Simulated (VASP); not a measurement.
# BeGe2O3 (Cmmm) in VASP: further runs

The runs below take BeGe2O3 through single point, relaxation of cell and atoms, with PBEsol.

Everything below comes from runs of VASP 6.6.1. Logs are shortened: lines on timing, memory, paths and dates and some standing lists are left out, and cuts for length are marked.

### Step 1. The cell of the first run

It takes space group Cmmm (No. 65, orthorhombic). Conventional cell: a = 5.394 Å, b = 7.409 Å, c = 3.796 Å, α = 90.00°, β = 90.00°, γ = 90.00°. Be (site symmetry mmm) has 2 O at 1.44 Å within 1.9 Å. Within 3.0 Å of Ge (site symmetry 2/m) lie 6 O at 2.29 to 2.36 Å and 2 Ge at 2.70 Å and 4 Be at 2.97 Å. O (site symmetry m2m) has 1 Be at 1.44 Å within 1.9 Å. O (site symmetry mmm) has 4 Ge at 2.29 Å and 4 O at 2.96 Å within 3.0 Å.

### Step 2. Single point, PBEsol

File INCAR:

```
  PREC = Accurate
  ENCUT = 520
  EDIFF = 1E-6
  ISMEAR = -1
  SIGMA = 0.03
  LREAL = False
  LASPH = True
  NELM = 100
  ALGO = Normal
  ISIF = 2
  LWAVE = False
  LCHARG = False
  GGA = PS
  NBANDS = 33
```

File KPOINTS:

```
regular mesh
0
Gamma
  6 6 6
```

File POSCAR:

```
BeGe2O3
1.0
    2.6968327345     -3.7042717270      0.0000000000
    2.6968327345      3.7042717270      0.0000000000
    0.0000000000      0.0000000000      3.7955268502
Be Ge O
1 2 3
Direct
    0.0000000000      0.0000000000      0.0000000000
    0.5000000000      0.0000000000      0.5000000000
    0.0000000000      0.5000000000      0.5000000000
    0.8058746361      0.1941253639      0.0000000000
    0.1941253639      0.8058746361      0.0000000000
    0.5000000000      0.5000000000      0.5000000000
```

Potentials or basis: VASP PAW PBE potentials, release 64 (Be, Ge_d, O).

On the command line:

```sh
cat potpaw_PBE.64/Be/POTCAR potpaw_PBE.64/Ge_d/POTCAR potpaw_PBE.64/O/POTCAR > POTCAR
mpirun -np 1 vasp_std > vasp.out
```

OUTCAR:

```text
PREC = Accurate
   ENCUT = 520
   EDIFF = 1E-6
   ISMEAR = -1
   LREAL = False
   LASPH = True
   NELM = 100
   ISIF = 2
   GGA = PS

 ion  position               nearest neighbor table
   1  0.000  0.000  0.000-   4 1.44   5 1.44
   2  0.500  0.000  0.500-   6 2.29   6 2.29   4 2.36   4 2.36   5 2.36   5 2.36   3 2.70   3 2.70

   3  0.000  0.500  0.500-   6 2.29   6 2.29   4 2.36   4 2.36   5 2.36   5 2.36   2 2.70   2 2.70

   4  0.806  0.194  0.000-   1 1.44   2 2.36   3 2.36   2 2.36   3 2.36
   5  0.194  0.806  0.000-   1 1.44   2 2.36   3 2.36   2 2.36   3 2.36
   6  0.500  0.500  0.500-   2 2.29   3 2.29   2 2.29   3 2.29

  LATTYP: Found a base centered orthorhombic cell.
 ALAT       =     5.3936654690
 B/A-ratio  =     1.3735637660
 C/A-ratio  =     0.7037008268

  Lattice vectors:

 A1 = (   2.6968327345,  -3.7042717270,   0.0000000000)
 A2 = (   2.6968327345,   3.7042717270,   0.0000000000)
 A3 = (   0.0000000000,   0.0000000000,   3.7955268502)

Analysis of symmetry for initial positions (statically):
=====================================================================
 Subroutine PRICEL returns:
 Original cell was already a primitive cell.

 Routine SETGRP: Setting up the symmetry group for a
 base centered orthorhombic supercell.

 Subroutine GETGRP returns: Found  8 space group operations
 (whereof  8 operations were pure point group operations)
 out of a pool of  8 trial point group operations.

The static configuration has the point symmetry D_2h.

Analysis of symmetry for dynamics (positions and initial velocities):
=====================================================================
 Subroutine PRICEL returns:
 Original cell was already a primitive cell.

 Routine SETGRP: Setting up the symmetry group for a
 base centered orthorhombic supercell.

 Subroutine GETGRP returns: Found  8 space group operations
 (whereof  8 operations were pure point group operations)
 out of a pool of  8 trial point group operations.

The dynamic configuration has the point symmetry D_2h.

 Subroutine INISYM returns: Found  8 space group operations
 (whereof  8 operations are pure point group operations),
 and found     1 'primitive' translations

----------------------------------------------------------------------------------------

                                     Primitive cell

  volume of cell :      75.8331

  direct lattice vectors                    reciprocal lattice vectors
     2.696832735 -3.704271727  0.000000000     0.185402674 -0.134979299  0.000000000
     2.696832735  3.704271727  0.000000000     0.185402674  0.134979299  0.000000000
     0.000000000  0.000000000  3.795526850     0.000000000  0.000000000  0.263468035

  length of vectors
     4.581979466  4.581979466  3.795526850     0.229332864  0.229332864  0.263468035

  position of ions in fractional coordinates (direct lattice)
     0.000000000  0.000000000  0.000000000
     0.500000000  0.000000000  0.500000000
     0.000000000  0.500000000  0.500000000
     0.805874636  0.194125364  0.000000000
     0.194125364  0.805874636  0.000000000
     0.500000000  0.500000000  0.500000000

  ion indices of the primitive-cell ions
   primitive index   ion index
                 1           1
                 2           2
                 3           3
                 4           4
                 5           5
                 6           6

----------------------------------------------------------------------------------------

 KPOINTS: regular mesh

Automatic generation of k-mesh.
 Grid dimensions read from file:
 generate k-points for:    6    6    6

 Generating k-lattice:

  Cartesian coordinates                     Fractional coordinates (reciprocal lattice)
     0.030900446 -0.022496550  0.000000000     0.166666667  0.000000000  0.000000000
     0.030900446  0.022496550  0.000000000     0.000000000  0.166666667  0.000000000
     0.000000000  0.000000000  0.043911339     0.000000000  0.000000000  0.166666667

  Length of vectors
     0.038222144  0.038222144  0.043911339

  Shift w.r.t. Gamma in fractional coordinates (k-lattice)
     0.000000000  0.000000000  0.000000000

 Subroutine IBZKPT returns following result:
 ===========================================

 Found     52 irreducible k-points:

 Following reciprocal coordinates:
            Coordinates               Weight
  0.000000  0.000000  0.000000      1.000000
  0.166667 -0.000000  0.000000      4.000000
  0.333333 -0.000000  0.000000      4.000000
  0.500000 -0.000000  0.000000      2.000000
  0.166667  0.166667  0.000000      2.000000
  0.333333  0.166667  0.000000      4.000000
[... 16 lines left out ...]
  0.333333  0.333333  0.166667      4.000000
  0.500000  0.333333  0.166667      8.000000
 [... further k-points ...]
   k-points           NKPTS =     52   k-points in BZ     NKDIM =     52   number of bands    NBANDS=     33
   number of dos      NEDOS =    301   number of ions     NIONS =      6
   total plane-waves  NPLWV =  36288
   dimension x,y,z NGX =    36 NGY =   36 NGZ =   28
   dimension x,y,z NGXF=    72 NGYF=   72 NGZF=   56
   ions per type =               1   2   3
   NGX,Y,Z   is equivalent  to a cutoff of  13.06, 13.06, 12.26 a.u.
   NGXF,Y,Z  is equivalent  to a cutoff of  26.12, 26.12, 24.53 a.u.
 SYSTEM =  unknown system
   PREC   = accura    normal or accurate (medium, high low for compatibility)
   ISTART =      0    job   : 0-new  1-cont  2-samecut
   ICHARG =      2    charge: 1-file 2-atom 10-const
   ISPIN  =      1    spin polarized calculation?
   LNONCOLLINEAR =      F non collinear calculations
   LSORBIT =      F    spin-orbit coupling
   LASPH  =      T    aspherical Exc in radial PAW
   ENCUT  =  520.0 eV  38.22 Ry    6.18 a.u.   8.52  8.52  7.06*2*pi/ulx,y,z
   NELM   =    100;   NELMIN=  2; NELMDL= -5     # of ELM steps
   EDIFF  = 0.1E-05   stopping-criterion for ELM
   LREAL  =      F    real-space projection
   EDIFFG = 0.1E-04   stopping-criterion for IOM
   NSW    =      0    number of steps for IOM
   IBRION =     -1    ionic relax: 0-MD 1-quasi-New 2-CG
   NFREE  =      0    steps in history (QN), initial steepest desc. (CG)
   ISIF   =      2    stress and relaxation
   ISYM   =      2    0-nonsym 1-usesym 2-fastsym
   POTIM  = 0.5000    time-step for ionic-motion
   TEBEG  =    0.0;   TEEND  =   0.0 temperature during run
   PSTRESS=    0.0 pullay stress
   NELECT =      48.0000    total number of electrons
   NUPDOWN=      -1.0000    fix difference up-down
   EMIN   =  10.00;   EMAX   =-10.00  energy-range for DOS
   EFERMI =   0.00;   METHOD = LEGACY
   ISMEAR =    -1;   SIGMA  =   0.03  broadening in eV -4-tet -1-fermi 0-gaus
   EFERMI_NEDOS =   21; number of points for ismear=-14 and -15
   IALGO  =     38    algorithm
   IMIX   =      4    mixing-type and parameters
     AMIX     =   0.40;   BMIX     =  1.00
     AMIX_MAG =   1.60;   BMIX_MAG =  1.00
  volume/ion in A,a.u.               =      12.64        85.29
  Fermi-wavevector in a.u.,A,eV,Ry     =   1.405623  2.656243 26.882075  1.975777
  Thomas-Fermi vector in A             =   2.528066
   LORBIT       =      0    0 simple, 1 ext, 2 COOP (PROOUT), +10 PAW based schemes
   GGA     = PS    functional components
   LHFCALC =     F    Hartree Fock is set to
   AEXX    =    0.0000 exact exchange contribution
   IVDW    =     0    specifies the selected vdW correction
   LEPSILON=     F    determine dielectric tensor
   LRPA    =     F    only Hartree local field effects (RPA)
 non-spin polarized calculation
  energy-cutoff  :      520.00
  volume of cell :       75.83
 maximum number of plane-waves:      2070
 NGX is ok and might be reduce to    36
   NGX = 17   NGY = 17   NGZ = 15

 number of electron      47.9999994 magnetization

 Free energy of the ion-electron system (eV)
  ---------------------------------------------------
  ext. energy  EPLUGINS =         0.00000000
  ---------------------------------------------------
  free energy    TOTEN  =       -34.79323106 eV

  energy without entropy =      -34.78618152  energy(sigma->0) =      -34.78970629

 E-fermi :   4.4844     XC(G=0): -10.7022

 val. band max:        4.4767742537   @ k =   0.5000   0.3333   0.1667
 cond. band min:       4.4962917619   @ k =   0.3333   0.3333   0.1667
 fundamental gap:      0.0195175082
 Fermi energy:         4.4843552036

 k-point     1 :       0.0000    0.0000    0.0000
  band No.  band energies     occupation
      1     -20.4275      2.00000
      2     -20.3598      2.00000
      3     -20.3447      2.00000
      4     -20.3203      2.00000
      5     -20.2960      2.00000
      6     -20.2943      2.00000
[... 25 lines left out ...]
     32      11.2998      0.00000
     33      12.9462      0.00000

 k-point     2 :       0.1667   -0.0000    0.0000
  band No.  band energies     occupation
      1     -20.4132      2.00000
      2     -20.3542      2.00000
      3     -20.3357      2.00000
      4     -20.3171      2.00000
      5     -20.2990      2.00000
      6     -20.2963      2.00000
[... 25 lines left out ...]
     32      11.1628      0.00000
     33      12.6835      0.00000

 k-point     3 :       0.3333   -0.0000    0.0000
  band No.  band energies     occupation
      1     -20.3754      2.00000
      2     -20.3391      2.00000
      3     -20.3130      2.00000
      4     -20.3080      2.00000
      5     -20.3071      2.00000
      6     -20.3039      2.00000
[... 25 lines left out ...]
     32      11.0412      0.00000
     33      12.9855      0.00000

 k-point     4 :       0.5000   -0.0000    0.0000
  band No.  band energies     occupation
      1     -20.3325      2.00000
      2     -20.3317      2.00000
      3     -20.3199      2.00000
      4     -20.3195      2.00000
      5     -20.2872      2.00000
      6     -20.2859      2.00000
[... 673 lines left out ...]
     32      11.8198      0.00000
     33      12.9669      0.00000

 k-point    23 :       0.3333    0.3333    0.1667
  band No.  band energies     occupation
      1     -20.3733      2.00000
      2     -20.3475      2.00000
      3     -20.3091      2.00000
      4     -20.3064      2.00000
      5     -20.3007      2.00000
      6     -20.2896      2.00000
[... 25 lines left out ...]
     32      11.2807      0.00000
     33      13.4928      0.00000

 k-point    24 :       0.5000    0.3333    0.1667
  band No.  band energies     occupation
      1     -20.4114      2.00000
      2     -20.3637      2.00000
      3     -20.3160      2.00000
      4     -20.3015      2.00000
      5     -20.3004      2.00000
      6     -20.2950      2.00000
[... 25 lines left out ...]
     32      12.5147      0.00000
     33      13.5537      0.00000

 [... further k-points ...]

------------------------ aborting loop because EDIFF is reached ----------------------------------------

  FORCE on cell =-STRESS in cart. coord.  units (eV):
  Direction    XX          YY          ZZ          XY          YZ          ZX
  --------------------------------------------------------------------------------------
  -------------------------------------------------------------------------------------
  Total        0.0100277     -0.0898735     -0.0245400      0.0000000      0.0000000      0.0000000
  in kB        0.2118612     -1.8988179     -0.5184725      0.0000000      0.0000000      0.0000000
  external PRESSURE =      -0.7351431 kB  Pullay stress =       0.0000000 kB

 VOLUME and BASIS-vectors are now :
 -----------------------------------------------------------------------------
  energy-cutoff  :      520.00
  volume of cell :       75.83
      direct lattice vectors                 reciprocal lattice vectors
     2.696832735 -3.704271727  0.000000000     0.185402674 -0.134979299  0.000000000
     2.696832735  3.704271727  0.000000000     0.185402674  0.134979299  0.000000000
     0.000000000  0.000000000  3.795526850     0.000000000  0.000000000  0.263468035

 POSITION                                       TOTAL-FORCE (eV/Angst)
 -----------------------------------------------------------------------------------
      0.00000      0.00000      0.00000         0.000000     -0.000000      0.000000
      1.34842     -1.85214      1.89776        -0.000000     -0.000000      0.000000
      1.34842      1.85214      1.89776         0.000000     -0.000000      0.000000
      2.69683     -2.26609      0.00000         0.000000     -0.036637      0.000000
      2.69683      2.26609      0.00000         0.000000      0.036637      0.000000
      2.69683      0.00000      1.89776         0.000000      0.000000      0.000000
 -----------------------------------------------------------------------------------
    total drift:                                0.000000     -0.000000      0.000000

  FREE ENERGIE OF THE ION-ELECTRON SYSTEM (eV)
  ---------------------------------------------------
  free  energy   TOTEN  =       -34.7932310640 eV

  energy  without entropy=      -34.7861815249  energy(sigma->0) =      -34.78970629
```

Wall time 71 s (1 thread of AMD EPYC 9R45 (Zen 5), shared host); peak memory 0.22 GiB.

What came out:

* Free energy: -34.7932 eV
* Pressure: -0.1 GPa
* Largest force: 0.037 eV/Å
* Band gap on the k mesh: zero (bands 24 and 25 overlap by 1.10 eV)

Forces on the atoms (eV/Å):
```
Be   0.000  0.000  0.000
Ge   0.000  0.000  0.000
Ge   0.000  0.000  0.000
O    0.000 -0.037  0.000
O    0.000  0.037  0.000
O    0.000  0.000  0.000
```

Stress tensor (GPa, compression positive):
```
 0.02  0.00  0.00
 0.00 -0.19  0.00
 0.00  0.00 -0.05
```

Caveat: the PAW data sets were made with another functional, which shifts forces and pressure a little.

### Step 3. Relaxation of cell and atoms, PBEsol

This run uses another cell than the first one, of 10.36 Å³/atom.

File INCAR:

```
SYSTEM = BeGe2O3
ALGO = Normal ; EDIFF = 1E-6
EDIFFG = -0.01 ; ENCUT = 600
GGA = PS ; IBRION = 2
ISIF = 3 ; ISMEAR = -1
LASPH = .TRUE. ; LCHARG = .FALSE.
LREAL = .FALSE. ; LWAVE = .FALSE.
NELM = 100 ; NSW = 100
PREC = Accurate ; SIGMA = 0.03
```

File KPOINTS:

```
k-points
0
G
  6 6 6
  0 0 0
```

File POSCAR:

```
BeGe2O3
1.0
    2.2851289200     -3.8376642100      0.0000000000
    2.2851289200      3.8376642100      0.0000000000
    0.0000000000      0.0000000000      3.5457634400
Be Ge O
1 2 3
Direct
    0.0000000000      0.0000000000      0.0000000000
    0.5000000000      0.0000000000      0.5000000000
    0.0000000000      0.5000000000      0.5000000000
    0.6610917000      0.3389083000      0.0000000000
    0.3389083000      0.6610917000      0.0000000000
    0.5000000000      0.5000000000      0.5000000000
```

Potentials or basis: VASP PAW PBE potentials, release 64 (Be, Ge_d, O).

On the command line:

```sh
cat potpaw_PBE.64/Be/POTCAR potpaw_PBE.64/Ge_d/POTCAR potpaw_PBE.64/O/POTCAR > POTCAR
mpirun -np 1 vasp_std > vasp.out
```

Run time: 24 min. Hardware: 1 thread of AMD EPYC 9R45 (Zen 5), shared host; peak memory 0.23 GiB.

Results (log left out):

```
Free energy                           : -34.7731 eV
Relaxed volume                        : 12.61 Å³/atom
Relaxed cell                          : a = 4.582 Å, b = 4.582 Å, c = 3.797 Å, α = 90.00°, β = 90.00°, γ = 108.38°
Space group after relaxing (to 0.1 Å) : Cmmm (No. 65)
Pressure after relaxing               : 0.1 GPa
Band gap on the k mesh                : zero (bands 24 and 25 overlap by 1.09 eV)
```

Final structure:
```xyz
6
Lattice="2.6806 -3.7154 0.0000 2.6806 3.7154 0.0000 0.0000 0.0000 3.7972" Properties=species:S:1:pos:R:3 pbc="T T T"
Be    0.0000    0.0000    0.0000
Ge    1.3403   -1.8577    1.8986
Ge    1.3403    1.8577    1.8986
O     2.6806   -2.2784    0.0000
O     2.6806    2.2784    0.0000
O     2.6806    0.0000    1.8986
```

Levels at points of the mesh, in eV from the Fermi level:
| k point | band 21 | band 22 | band 23 | band 24 | band 25 | band 26 | band 27 | band 28 |
| --- | --- | --- | --- | --- | --- | --- | --- | --- |
| (0.00, 0.00, 0.00) | -3.77 | -3.13 | -1.62 | -0.86 | -0.43 | 3.93 | 4.04 | 4.10 |
| (0.50, 0.00, 0.00) | -3.61 | -3.33 | -1.72 | -0.82 | 1.95 | 2.87 | 3.84 | 4.90 |
| (0.50, 0.50, 0.00) | -2.90 | -2.54 | -1.84 | -1.02 | 0.75 | 1.90 | 3.21 | 4.12 |
| (0.00, 0.00, 0.50) | -4.21 | -3.51 | -2.56 | -0.94 | 2.55 | 2.58 | 2.96 | 4.33 |
| (0.50, 0.00, 0.50) | -3.50 | -1.98 | -1.96 | 0.06 | 2.23 | 2.55 | 3.23 | 4.04 |
| (0.50, 0.50, 0.50) | -2.63 | -1.81 | -0.44 | 0.02 | 0.85 | 2.09 | 2.99 | 4.21 |

Caveat: the volume moved by over 15 % at a fixed basis, so the end points are rough; the PAW data sets were made with another functional, which shifts forces and pressure a little.
